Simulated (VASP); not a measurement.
Here is a VASP 6.6.1 calculation.

Contents of INCAR:

```
SYSTEM = WC
  PREC = Accurate
  ENCUT = 520
  EDIFF = 1E-6
  ISMEAR = 1
  SIGMA = 0.05
  LREAL = .FALSE.
  LASPH = .TRUE.
  NELM = 60
  ALGO = Normal
  ISIF = 2
  LWAVE = .FALSE.
  LCHARG = .FALSE.
  GGA = PS
  NBANDS = 16
```

File KPOINTS:

```
regular mesh
0
G
  11 11 11
  0 0 0
```

Contents of POSCAR:

```
WC
1.0
    0.0000000000      2.1727490793      2.1727490793
    2.1727490793      0.0000000000      2.1727490793
    2.1727490793      2.1727490793      0.0000000000
W C
1 1
Direct
    0.0000000000      0.0000000000      0.0000000000
    0.5000000000      0.5000000000      0.5000000000
```

Potentials or basis: VASP PAW PBE potentials, release 64 (W_sv, C).

Launch:

```console
$ cat potpaw_PBE.64/W_sv/POTCAR potpaw_PBE.64/C/POTCAR > POTCAR
$ mpirun -np 1 vasp_std > vasp.out
```

Predict the pressure.

1.1 GPa.

Predict the band gap on the k mesh.

zero (band 9 reaches 13.66 eV, above the bottom of band 10 at 10.46 eV).

Caveat: the PAW data sets were made with another functional, which shifts forces and pressure a little; spin-orbit coupling is left out, which moves the levels of the heavy elements.
